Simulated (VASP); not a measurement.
# CO2: single point with r2SCAN

Crystal: CO2.

```
C O
1.0
     2.73023   -2.45427    0.00000
     2.73023    2.45427    0.00000
     0.00000    0.00000    6.55334
C O
2 4
Cartesian
  0.0000 0.0000 0.0000
  2.7302 0.0000 3.2767
  2.7302 -1.5186 5.8670
  2.7302 1.5186 0.6863
  2.7302 -0.9357 2.5903
  2.7302 0.9357 3.9630
```

| Quantity | Value |
| --- | --- |
| Program | VASP 6.6.1 |
| Task | single point |
| Functional | r2SCAN |
| Potentials or basis | VASP PAW PBE potentials, release 64 (C, O) |
| Cutoff | 520 eV |
| k mesh | 6 × 6 × 4 |
| Occupations | gaussian, width 0.02 eV |
| Spin | no spin polarisation |
| Dipole correction | no |
| Further INCAR settings | ALGO = Normal; EDIFF = 1e-06; NBANDS = 25 |

```json
{"Pressure": "1.9 GPa", "Largest force": "0.786 eV/Å", "Band gap on the k mesh": "7.24 eV (least direct gap 7.71 eV)"}
```

Forces in eV/Å, atoms in the order of the input:
```
C    0.000  0.000  0.000
C    0.000  0.000  0.000
O    0.000  0.634 -0.465
O    0.000 -0.634  0.465
O    0.000 -0.634 -0.465
O    0.000  0.634  0.465
```

Stress tensor (GPa, compression positive):
```
-0.29  0.00  0.00
 0.00  3.97  0.00
 0.00  0.00  1.96
```

Levels at points of the mesh, in eV from the valence-band top:
```csv
k point,band 13,band 14,band 15,band 16,band 17,band 18,band 19,band 20
"(0.00, 0.00, 0.00)",-0.90,-0.85,-0.58,-0.46,7.24,8.01,8.61,8.70
"(0.50, 0.00, 0.00)",-0.64,-0.64,-0.26,-0.26,8.47,8.47,9.37,9.37
"(0.50, 0.50, 0.00)",-0.90,-0.53,-0.27,0.00,8.67,9.69,9.72,9.84
"(0.00, 0.00, 0.50)",-0.74,-0.74,-0.64,-0.64,8.34,8.34,8.39,8.39
"(0.50, 0.00, 0.50)",-0.70,-0.70,-0.23,-0.23,8.55,8.55,9.43,9.43
"(0.50, 0.50, 0.50)",-0.59,-0.59,-0.25,-0.25,9.22,9.22,9.70,9.70
```

Run time: 2 min on 1 thread of Intel(R) Xeon(R) 6975P-C (Granite Rapids) (shared host), peak memory 0.22 GiB.

Caveat: the PAW data sets were made with another functional, which shifts forces and pressure a little. A k mesh can miss the band edges.
